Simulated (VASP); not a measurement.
# Ag in VASP: further runs

The runs below take Ag through single point, with PBEsol.

All numbers are computed with VASP 6.6.1; they aren't measurements. Logs are shortened: lines on timing, memory, paths and dates and some standing lists are left out, and cuts for length are marked.

## (1) The cell of the first run

The cell holds a wire or tube with vacuum around it, 2 atoms: a = 10.200 Å, b = 9.300 Å, c = 2.680 Å, α = 90.00°, β = 90.00°, γ = 90.00°.

## (2) Single point, PBEsol, collinear spin

INCAR

```
PREC = Accurate
ENCUT = 520
EDIFF = 1E-6
ISMEAR = 0
SIGMA = 0.05
LREAL = False
LASPH = True
NELM = 150
ALGO = Normal
ISIF = 2
LWAVE = False
LCHARG = False
ISPIN = 2
MAGMOM = 0.5 0.5
LORBIT = 11
LMAXMIX = 4
GGA = PS
NBANDS = 22
```

KPOINTS

```
regular mesh
0
Gamma
  1 1 14
```

POSCAR

```
Ag
1.0
   10.2000000000      0.0000000000      0.0000000000
    0.0000000000      9.3000000000      0.0000000000
    0.0000000000      0.0000000000      2.6804263039
Ag
2
Direct
    0.3856804960      0.5000000000      0.0000000000
    0.6143195040      0.5000000000      0.5000000000
```

Potentials or basis: VASP PAW PBE potentials, release 64 (Ag).

Started as:

```sh
> cat potpaw_PBE.64/Ag/POTCAR > POTCAR
> mpirun -np 1 vasp_std > vasp.out
```

OUTCAR:

```text
PREC = Accurate
   ENCUT = 520
   EDIFF = 1E-6
   ISMEAR = 0
   LREAL = False
   LASPH = True
   NELM = 150
   ISIF = 2
   ISPIN = 2
   LORBIT = 11
   GGA = PS

 ion  position               nearest neighbor table
   1  0.386  0.500  0.000-   2 2.69   2 2.69
   2  0.614  0.500  0.500-   1 2.69   1 2.69

  LATTYP: Found a simple orthorhombic cell.
 ALAT       =     2.6804263039
 B/A-ratio  =     3.4695973497
 C/A-ratio  =     3.8053648351

  Lattice vectors:

 A1 = (   0.0000000000,   0.0000000000,  -2.6804263039)
 A2 = (   0.0000000000,   9.3000000000,   0.0000000000)
 A3 = (  10.2000000000,   0.0000000000,   0.0000000000)

Analysis of symmetry for initial positions (statically):
=====================================================================
 Subroutine PRICEL returns:
 Original cell was already a primitive cell.

 Routine SETGRP: Setting up the symmetry group for a
 simple orthorhombic supercell.

 Subroutine GETGRP returns: Found  8 space group operations
 (whereof  4 operations were pure point group operations)
 out of a pool of  8 trial point group operations.

The static configuration has the point symmetry C_2v.
 The point group associated with its full space group is D_2h.

Analysis of symmetry for dynamics (positions and initial velocities):
=====================================================================
 Subroutine PRICEL returns:
 Original cell was already a primitive cell.

 Routine SETGRP: Setting up the symmetry group for a
 simple orthorhombic supercell.

 Subroutine GETGRP returns: Found  8 space group operations
 (whereof  4 operations were pure point group operations)
 out of a pool of  8 trial point group operations.

The dynamic configuration has the point symmetry C_2v.
 The point group associated with its full space group is D_2h.

Analysis of structural, dynamic, and magnetic symmetry:
=====================================================================
 Subroutine PRICEL returns:
 Original cell was already a primitive cell.

 Routine SETGRP: Setting up the symmetry group for a
 simple orthorhombic supercell.

 Subroutine GETGRP returns: Found  8 space group operations
 (whereof  4 operations were pure point group operations)
 out of a pool of  8 trial point group operations.

The overall configuration has the point symmetry C_2v.
 The point group associated with its full space group is D_2h.

 Subroutine INISYM returns: Found  8 space group operations
 (whereof  4 operations are pure point group operations),
 and found     1 'primitive' translations

----------------------------------------------------------------------------------------

                                     Primitive cell

  volume of cell :     254.2652

  direct lattice vectors                    reciprocal lattice vectors
    10.200000000  0.000000000  0.000000000     0.098039216  0.000000000  0.000000000
     0.000000000  9.300000000  0.000000000     0.000000000  0.107526882  0.000000000
     0.000000000  0.000000000  2.680426304     0.000000000  0.000000000  0.373074984

  length of vectors
    10.200000000  9.300000000  2.680426304     0.098039216  0.107526882  0.373074984

  position of ions in fractional coordinates (direct lattice)
     0.385680496  0.500000000  0.000000000
     0.614319504  0.500000000  0.500000000

  ion indices of the primitive-cell ions
   primitive index   ion index
                 1           1
                 2           2

----------------------------------------------------------------------------------------

 KPOINTS: regular mesh

Automatic generation of k-mesh.
 Grid dimensions read from file:
 generate k-points for:    1    1   14

 Generating k-lattice:

  Cartesian coordinates                     Fractional coordinates (reciprocal lattice)
     0.098039216  0.000000000  0.000000000     1.000000000  0.000000000  0.000000000
     0.000000000  0.107526882  0.000000000     0.000000000  1.000000000  0.000000000
     0.000000000  0.000000000  0.026648213     0.000000000  0.000000000  0.071428571

  Length of vectors
     0.098039216  0.107526882  0.026648213

  Shift w.r.t. Gamma in fractional coordinates (k-lattice)
     0.000000000  0.000000000  0.000000000

 Subroutine IBZKPT returns following result:
 ===========================================

 Found      8 irreducible k-points:

 Following reciprocal coordinates:
            Coordinates               Weight
  0.000000  0.000000  0.000000      1.000000
  0.000000  0.000000  0.071429      2.000000
  0.000000  0.000000  0.142857      2.000000
  0.000000  0.000000  0.214286      2.000000
  0.000000  0.000000  0.285714      2.000000
  0.000000  0.000000  0.357143      2.000000
  0.000000  0.000000  0.428571      2.000000
  0.000000  0.000000  0.500000      1.000000
   k-points           NKPTS =      8   k-points in BZ     NKDIM =      8   number of bands    NBANDS=     22
   number of dos      NEDOS =    301   number of ions     NIONS =      2
   total plane-waves  NPLWV = 112000
   dimension x,y,z NGX =    80 NGY =   70 NGZ =   20
   dimension x,y,z NGXF=   160 NGYF=  140 NGZF=   40
   ions per type =               2
   NGX,Y,Z   is equivalent  to a cutoff of  13.04, 12.51, 12.40 a.u.
   NGXF,Y,Z  is equivalent  to a cutoff of  26.08, 25.03, 24.81 a.u.
 SYSTEM =  unknown system
   PREC   = accura    normal or accurate (medium, high low for compatibility)
   ISTART =      0    job   : 0-new  1-cont  2-samecut
   ICHARG =      2    charge: 1-file 2-atom 10-const
   ISPIN  =      2    spin polarized calculation?
   LNONCOLLINEAR =      F non collinear calculations
   LSORBIT =      F    spin-orbit coupling
   LASPH  =      T    aspherical Exc in radial PAW
   ENCUT  =  520.0 eV  38.22 Ry    6.18 a.u.  18.97 17.29  4.98*2*pi/ulx,y,z
   NELM   =    150;   NELMIN=  2; NELMDL= -5     # of ELM steps
   EDIFF  = 0.1E-05   stopping-criterion for ELM
   LREAL  =      F    real-space projection
   EDIFFG = 0.1E-04   stopping-criterion for IOM
   NSW    =      0    number of steps for IOM
   IBRION =     -1    ionic relax: 0-MD 1-quasi-New 2-CG
   NFREE  =      0    steps in history (QN), initial steepest desc. (CG)
   ISIF   =      2    stress and relaxation
   ISYM   =      2    0-nonsym 1-usesym 2-fastsym
   POTIM  = 0.5000    time-step for ionic-motion
   TEBEG  =    0.0;   TEEND  =   0.0 temperature during run
   PSTRESS=    0.0 pullay stress
   NELECT =      22.0000    total number of electrons
   NUPDOWN=      -1.0000    fix difference up-down
   EMIN   =  10.00;   EMAX   =-10.00  energy-range for DOS
   EFERMI =   0.00;   METHOD = LEGACY
   ISMEAR =     0;   SIGMA  =   0.05  broadening in eV -4-tet -1-fermi 0-gaus
   EFERMI_NEDOS =   21; number of points for ismear=-14 and -15
   IALGO  =     38    algorithm
   IMIX   =      4    mixing-type and parameters
     AMIX     =   0.40;   BMIX     =  1.00
     AMIX_MAG =   1.60;   BMIX_MAG =  1.00
  volume/ion in A,a.u.               =     127.13       857.93
  Fermi-wavevector in a.u.,A,eV,Ry     =   0.724080  1.368313  7.133429  0.524292
  Thomas-Fermi vector in A             =   1.814459
   LORBIT       =     11    0 simple, 1 ext, 2 COOP (PROOUT), +10 PAW based schemes
   GGA     = PS    functional components
   LHFCALC =     F    Hartree Fock is set to
   AEXX    =    0.0000 exact exchange contribution
   IVDW    =     0    specifies the selected vdW correction
   LEPSILON=     F    determine dielectric tensor
   LRPA    =     F    only Hartree local field effects (RPA)
 spin polarized calculation
 Gauss-broadening in eV      SIGMA  =   0.05
  energy-cutoff  :      520.00
  volume of cell :      254.27
 maximum number of plane-waves:      6910
 NGX is ok and might be reduce to    80
   NGX = 37   NGY = 35   NGZ =  9

 number of electron      21.9999990 magnetization       0.0000803

 number of electron      21.9999990 magnetization      -0.0000051

 Free energy of the ion-electron system (eV)
  ---------------------------------------------------
  ext. energy  EPLUGINS =         0.00000000
  ---------------------------------------------------
  free energy    TOTEN  =        -4.08990456 eV

  energy without entropy =       -4.08990451  energy(sigma->0) =       -4.08990454

 E-fermi :  -2.8206     XC(G=0):  -3.0272

 val. band max:       -2.9939112454   @ k =   0.0000   0.0000   0.0714
 cond. band min:      -2.6472857926   @ k =   0.0000   0.0000   0.1429
 fundamental gap:      0.3466254528
 Fermi energy:        -2.8205987925

 spin component 1

 k-point     1 :       0.0000    0.0000    0.0000
  band No.  band energies     occupation
      1      -8.3976      1.00000
      2      -8.2055      1.00000
      3      -6.9839      1.00000
      4      -6.9727      1.00000
      5      -6.2387      1.00000
      6      -5.9910      1.00000
[... 14 lines left out ...]
     21       4.4469      0.00000
     22       5.2624      0.00000
[... 151 lines left out ...]
 k-point     8 :       0.0000    0.0000    0.5000
  band No.  band energies     occupation
      1      -7.8528      1.00000
      2      -7.8528      1.00000
      3      -7.2120      1.00000
      4      -7.2120      1.00000
      5      -5.9747      1.00000
      6      -5.9747      1.00000
[... 14 lines left out ...]
     21       7.2015      0.00000
     22       7.2015      0.00000
 Fermi energy:        -2.8205987925

 spin component 2

 k-point     1 :       0.0000    0.0000    0.0000
  band No.  band energies     occupation
      1      -8.3975      1.00000
      2      -8.2055      1.00000
      3      -6.9839      1.00000
      4      -6.9726      1.00000
      5      -6.2387      1.00000
      6      -5.9910      1.00000
[... 14 lines left out ...]
     21       4.4467      0.00000
     22       5.2630      0.00000
[... 152 lines left out ...]
  band No.  band energies     occupation
      1      -7.8528      1.00000
      2      -7.8528      1.00000
      3      -7.2120      1.00000
      4      -7.2120      1.00000
      5      -5.9747      1.00000
      6      -5.9747      1.00000
[... 14 lines left out ...]
     21       7.2001      0.00000
     22       7.2001      0.00000

------------------------ aborting loop because EDIFF is reached ----------------------------------------

  FORCE on cell =-STRESS in cart. coord.  units (eV):
  Direction    XX          YY          ZZ          XY          YZ          ZX
  --------------------------------------------------------------------------------------
  -------------------------------------------------------------------------------------
  Total        0.0227494     -0.0428820     -0.0498920      0.0000000      0.0000000      0.0000000
  in kB        0.1433483     -0.2702083     -0.3143794      0.0000000      0.0000000      0.0000000
  external PRESSURE =      -0.1470798 kB  Pullay stress =       0.0000000 kB

 VOLUME and BASIS-vectors are now :
 -----------------------------------------------------------------------------
  energy-cutoff  :      520.00
  volume of cell :      254.27
      direct lattice vectors                 reciprocal lattice vectors
    10.200000000  0.000000000  0.000000000     0.098039216  0.000000000  0.000000000
     0.000000000  9.300000000  0.000000000     0.000000000  0.107526882  0.000000000
     0.000000000  0.000000000  2.680426304     0.000000000  0.000000000  0.373074984

 POSITION                                       TOTAL-FORCE (eV/Angst)
 -----------------------------------------------------------------------------------
      3.93394      4.65000      0.00000         0.010021      0.000000      0.000000
      6.26606      4.65000      1.34021        -0.010021      0.000000      0.000000
 -----------------------------------------------------------------------------------
    total drift:                                0.000000      0.000000     -0.000000

  FREE ENERGIE OF THE ION-ELECTRON SYSTEM (eV)
  ---------------------------------------------------
  free  energy   TOTEN  =        -4.0899045610 eV

  energy  without entropy=       -4.0899045124  energy(sigma->0) =       -4.08990454

 total charge

# of ion       s       p       d       tot
------------------------------------------
    1        0.461   0.150   9.227   9.838
    2        0.461   0.150   9.227   9.838
--------------------------------------------------
tot          0.921   0.300  18.455  19.675

 magnetization (x)

# of ion       s       p       d       tot
------------------------------------------
    1        0.000   0.000   0.000   0.000
    2        0.000   0.000   0.000   0.000
--------------------------------------------------
tot          0.000   0.000   0.000   0.000
```

It took 2.7 min on 1 thread of AMD EPYC 7R13, shared host; peak memory 0.39 GiB.

What came out:

| Quantity | Value |
| --- | --- |
| Free energy | -4.0899 eV |
| Largest force | 0.010 eV/Å |
| Band gap on the k mesh | zero (filled and empty bands overlap) |
| Net moment | 0.00 μB per cell |
| Valence electrons inside the program's atomic spheres | Ag 9.84 |

Forces on the atoms (eV/Å):
```
Ag   0.010  0.000  0.000
Ag  -0.010  0.000  0.000
```

Levels at points of the mesh, in eV from the Fermi level:
Spin up:
| k point | band 7 | band 8 | band 9 | band 10 | band 11 | band 12 | band 13 | band 14 | band 15 | band 16 |
| --- | --- | --- | --- | --- | --- | --- | --- | --- | --- | --- |
| (0.00, 0.00, 0.00) | -3.07 | -2.86 | -2.76 | -2.56 | -2.21 | -0.30 | 1.81 | 2.25 | 4.18 | 4.38 |
| (0.00, 0.00, 0.50) | -3.01 | -3.01 | -2.39 | -2.39 | 2.67 | 2.67 | 5.67 | 5.67 | 7.50 | 7.50 |
Spin down:
```
           k point  band 8  band 9  band 10  band 11  band 12  band 13  band 14  band 15
(0.00, 0.00, 0.00)   -2.86   -2.76    -2.56    -2.21    -0.30     1.81     2.25     4.18
(0.00, 0.00, 0.50)   -3.01   -2.39    -2.39     2.67     2.67     5.67     5.67     7.50
```

Caveat: the PAW data sets were made with another functional, which shifts forces and pressure a little.

## (3) Single point, PBEsol, collinear spin

This run uses another cell than the first one.

INCAR

```
SYSTEM = Ag
  PREC = Accurate
  ENCUT = 520
  EDIFF = 1E-7
  ISMEAR = 0
  SIGMA = 0.05
  LREAL = .FALSE.
  LASPH = .TRUE.
  NELM = 150
  ALGO = Normal
  ISIF = 2
  LWAVE = .FALSE.
  LCHARG = .TRUE.
  ISPIN = 2
  MAGMOM = 0.5 0.5
  LORBIT = 11
  LMAXMIX = 4
  GGA = PS
  LELF = .TRUE.
  LVHAR = .TRUE.
  NBANDS = 22
```

KPOINTS

```
Automatic mesh
0
G
  1 1 23
  0 0 0
```

POSCAR

```
Ag
1.0
   11.3000000000      0.0000000000      0.0000000000
    0.0000000000      9.3000000000      0.0000000000
    0.0000000000      0.0000000000      2.6558480767
Ag
2
Direct
    0.3953497781      0.5000000000      0.0000000000
    0.6046502219      0.5000000000      0.5000000000
```

Potentials or basis: VASP PAW PBE potentials, release 64 (Ag).

Started as:

```sh
> cat potpaw_PBE.64/Ag/POTCAR > POTCAR
> mpirun -np 1 vasp_std > vasp.out
```

It took 5.2 min on 1 thread of AMD EPYC 7R13, shared host; peak memory 0.41 GiB.

It converged, with:

- Free energy: -4.0840 eV
- Largest force: 0.009 eV/Å
- Band gap on the k mesh: zero (filled and empty bands overlap)
- Net moment: 0.00 μB per cell
- Valence electrons inside the program's atomic spheres: Ag 9.84

Forces on the atoms (eV/Å):
```
Ag   0.009  0.000  0.000
Ag  -0.009  0.000  0.000
```

Levels at points of the mesh, in eV from the Fermi level:
Spin up:
| k point | band 7 | band 8 | band 9 | band 10 | band 11 | band 12 | band 13 | band 14 | band 15 | band 16 |
| --- | --- | --- | --- | --- | --- | --- | --- | --- | --- | --- |
| (0.00, 0.00, 0.00) | -3.18 | -2.97 | -2.82 | -2.64 | -2.31 | -0.40 | 1.73 | 2.23 | 4.03 | 4.33 |
Spin down:
```
           k point  band 7  band 8  band 9  band 10  band 11  band 12  band 13  band 14  band 15  band 16
(0.00, 0.00, 0.00)   -3.18   -2.97   -2.82    -2.64    -2.31    -0.40     1.73     2.23     4.04     4.34
```

Caveat: the PAW data sets were made with another functional, which shifts forces and pressure a little.

The gap in the log of VASP goes by the Fermi energy; the results here count the filled bands.